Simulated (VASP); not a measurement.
# SnTe (F-43m) in VASP: notebook, part 2 of 2

VASP 6.6.1.

## (6) Single point, BLYP

This run uses another cell than the first one, of 47.09 Å³/atom, 0.741 times its volume.

Contents of INCAR:

```
SYSTEM = SnTe
PREC = Accurate ; ENCUT = 500
EDIFF = 1E-6 ; ISMEAR = 0
SIGMA = 0.1 ; LREAL = .False.
LASPH = .True. ; NELM = 120
ALGO = Normal ; ISIF = 2
LWAVE = .False. ; LCHARG = .False.
GGA = B5 ; ALDAX = 1.0
AGGAX = 1.0 ; AGGAC = 1.0
ALDAC = 0.0 ; NBANDS = 17
GGA_COMPAT = .False.
```

Contents of KPOINTS:

```
Automatic mesh
0
Gamma
  4 4 4
  0 0 0
```

Contents of POSCAR:

```
SnTe
1.0
    0.0000000000      3.6111460000      3.6111460000
    3.6111460000      0.0000000000      3.6111460000
    3.6111460000      3.6111460000      0.0000000000
Sn Te
1 1
Direct
    0.0000000000      0.0000000000      0.0000000000
    0.7500000000      0.7500000000      0.7500000000
```

Potentials or basis: VASP PAW PBE potentials, release 64 (Sn_d, Te).

Run with:

```
cat potpaw_PBE.64/Sn_d/POTCAR potpaw_PBE.64/Te/POTCAR > POTCAR
mpirun -np 1 vasp_std > vasp.out
```

OUTCAR:

```text
SYSTEM = SnTe
   PREC = Accurate
   ENCUT = 500
   EDIFF = 1E-6
   ISMEAR = 0
   LREAL = .False.
   LASPH = .True.
   NELM = 120
   ISIF = 2
   GGA = B5

 ion  position               nearest neighbor table
   1  0.000  0.000  0.000-   2 3.13   2 3.13   2 3.13   2 3.13
   2  0.750  0.750  0.750-   1 3.13   1 3.13   1 3.13   1 3.13

  LATTYP: Found a face centered cubic cell.
 ALAT       =     7.2222920000

  Lattice vectors:

 A1 = (   0.0000000000,   3.6111460000,   3.6111460000)
 A2 = (   3.6111460000,   0.0000000000,   3.6111460000)
 A3 = (   3.6111460000,   3.6111460000,   0.0000000000)

Analysis of symmetry for initial positions (statically):
=====================================================================
 Subroutine PRICEL returns:
 Original cell was already a primitive cell.

 Routine SETGRP: Setting up the symmetry group for a
 face centered cubic supercell.

 Subroutine GETGRP returns: Found 24 space group operations
 (whereof 24 operations were pure point group operations)
 out of a pool of 48 trial point group operations.

The static configuration has the point symmetry T_d .
[... 141 lines left out ...]
  free energy    TOTEN  =        -6.11496765 eV

  energy without entropy =       -6.11072217  energy(sigma->0) =       -6.11284491

 E-fermi :   3.6295     XC(G=0):  -6.9774

 val. band max:        3.5397375608   @ k =  -0.2500   0.5000   0.2500
 cond. band min:       3.6878802937   @ k =   0.5000   0.5000   0.0000
 fundamental gap:      0.1481427329
 Fermi energy:         3.6294715153

 k-point     1 :       0.0000    0.0000    0.0000
  band No.  band energies     occupation
      1     -18.2143      2.00000
      2     -18.2143      2.00000
      3     -18.2143      2.00000
      4     -18.2030      2.00000
      5     -18.2030      2.00000
      6      -7.9957      2.00000
[... 137 lines left out ...]
      4     -18.2033      2.00000
      5     -18.2026      2.00000
      6      -7.2391      2.00000
[... 9 lines left out ...]
     16      11.5027      0.00000
     17      11.5466      0.00000

------------------------ aborting loop because EDIFF is reached ----------------------------------------

  FORCE on cell =-STRESS in cart. coord.  units (eV):
  Direction    XX          YY          ZZ          XY          YZ          ZX
  --------------------------------------------------------------------------------------
  -------------------------------------------------------------------------------------
  Total        0.8501230      0.8501230      0.8501230      0.0000000     -0.0000000      0.0000000
  in kB       14.4619625     14.4619625     14.4619625      0.0000000     -0.0000000      0.0000000
  external PRESSURE =      14.4619625 kB  Pullay stress =       0.0000000 kB

 VOLUME and BASIS-vectors are now :
 -----------------------------------------------------------------------------
  energy-cutoff  :      500.00
  volume of cell :       94.18
      direct lattice vectors                 reciprocal lattice vectors
     0.000000000  3.611146000  3.611146000    -0.138460201  0.138460201  0.138460201
     3.611146000  0.000000000  3.611146000     0.138460201 -0.138460201  0.138460201
     3.611146000  3.611146000  0.000000000     0.138460201  0.138460201 -0.138460201

 POSITION                                       TOTAL-FORCE (eV/Angst)
 -----------------------------------------------------------------------------------
      0.00000      0.00000      0.00000        -0.000000     -0.000000     -0.000000
      5.41672      5.41672      5.41672         0.000000      0.000000      0.000000
 -----------------------------------------------------------------------------------
    total drift:                                0.000000      0.000000      0.000000

  FREE ENERGIE OF THE ION-ELECTRON SYSTEM (eV)
  ---------------------------------------------------
  free  energy   TOTEN  =        -6.1149676475 eV

  energy  without entropy=       -6.1107221721  energy(sigma->0) =       -6.11284491
```

stdout:

```text
POSCAR found type information on POSCAR SnTe
 POSCAR found :  2 types and       2 ions
 scaLAPACK will be used
 -----------------------------------------------------------------------------
|                                                                             |
|                                                                             |
|     You enforced a specific xc type in the INCAR file but a different       |
|     I HOPE YOU KNOW WHAT YOU ARE DOING!                                     |
|                                                                             |
 -----------------------------------------------------------------------------

 LDA part: xc-table for (Slater(with rela. corr.)+VWN5), standard interpolation
 POSCAR, INCAR and KPOINTS ok, starting setup
 FFT: planning ... GRIDC
 FFT: planning ... GRID_SOFT
 FFT: planning ... GRID
 WAVECAR not read
 entering main loop
```

Run time: 36 s. Hardware: 1 thread of Intel Xeon 6975P-C (Granite Rapids), shared host; peak memory 0.24 GiB.

What came out:

```
Free energy            : -6.1150 eV
Pressure               : 1.4 GPa
Band gap on the k mesh : 0.15 eV, indirect (least direct gap 0.82 eV)
```

Levels at points of the mesh, in eV from the valence-band top:
```
           k point  band 6  band 7  band 8  band 9  band 10  band 11  band 12  band 13  band 14  band 15
(0.00, 0.00, 0.00)  -11.54   -5.29   -1.90   -1.90    -1.90     1.00     1.00     1.00     4.28     6.55
(0.50, 0.00, 0.00)  -11.00   -7.05   -2.43   -2.43    -2.04     1.80     1.80     3.35     5.83     6.50
(0.50, 0.50, 0.00)  -10.78   -7.41   -3.09   -3.09    -0.67     0.15     3.82     3.82     5.54     6.49
```

Caveat: the PAW data sets were made with another functional, which shifts forces and pressure a little; spin-orbit coupling is left out, which moves the levels of the heavy elements.

## (7) Overview

```tsv
level	cell	k mesh	smearing	gap on the mesh (eV)	pressure (GPa)
PBEsol	a = 5.644 Å, angles 60.0°, 2 atoms	3 × 3 × 3	fermi-dirac 0.0052 eV	1.05	-4.8
PBE	a = 4.912 Å, angles 60.0°, 2 atoms	4 × 4 × 4	gaussian 0.1 eV	none	2.5
PBE+D3(BJ)	a = 5.107 Å, angles 60.0°, 2 atoms	4 × 4 × 4	fermi-dirac 0.00861733 eV	0.09	-1.1
BLYP	a = 5.107 Å, angles 60.0°, 2 atoms	4 × 4 × 4	gaussian 0.1 eV	0.15	1.4
```

Alike in all rows: task single point; potentials or basis VASP PAW PBE potentials, release 64 (Sn_d, Te); no spin polarisation; cutoff (eV) 500.

Caveats: some runs use coarse meshes; spin-orbit coupling is left out, which moves the levels of the heavy elements; the PAW data sets were made with another functional, which shifts forces and pressure a little (some runs).

Total energies depend on the potentials used, so only differences within one code and one set of settings carry meaning.
